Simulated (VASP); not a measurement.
Input of a VASP 6.6.1 run:

INCAR

```
PREC = Accurate
ENCUT = 910
EDIFF = 1E-6
ISMEAR = 0
SIGMA = 0.05
LREAL = F
LASPH = T
NELM = 120
ALGO = Normal
ISIF = 2
LWAVE = F
LCHARG = F
LDIPOL = T
IDIPOL = 3
DIPOL = 0.5 0.5 0.268
GGA = PE
IVDW = 12
NBANDS = 28
GGA_COMPAT = F
NELMDL = -8
```

The input KPOINTS:

```
Automatic mesh
0
Gamma
  7 7 1
```

File POSCAR:

```
SnO
1.0
    3.8201526300      0.0002954461      0.0000000000
   -0.0003145178      3.8201526285      0.0000000000
    0.0000000000      0.0000000000     19.3630377374
Sn O
2 2
Direct
    0.9999452828      0.9999452828      0.2065791563
    0.4999452828      0.4999452828      0.3286177419
    0.9999460977      0.4999460977      0.2675984491
    0.4999460977      0.9999460977      0.2675984491
```

Potentials or basis: VASP PAW PBE potentials, release 64 (Sn_d, O_h).

Launch:

```sh
$ cat potpaw_PBE.64/Sn_d/POTCAR potpaw_PBE.64/O_h/POTCAR > POTCAR
$ mpirun -np 1 vasp_std > vasp.out
```

Q: What does it give for the largest force?

A: 0.090 eV/Å.

Q: Estimate the band gap on the k mesh.

A: 3.06 eV (least direct gap 3.14 eV).

Q: What does it give for the dispersion energy per atom?

A: -0.137 eV.

Forces on the atoms (eV/Å):
```
Sn   0.000  0.000 -0.090
Sn   0.000  0.000  0.090
O    0.000  0.000  0.000
O    0.000  0.000  0.000
```

Caveat: spin-orbit coupling is left out, which moves the levels of the heavy elements.
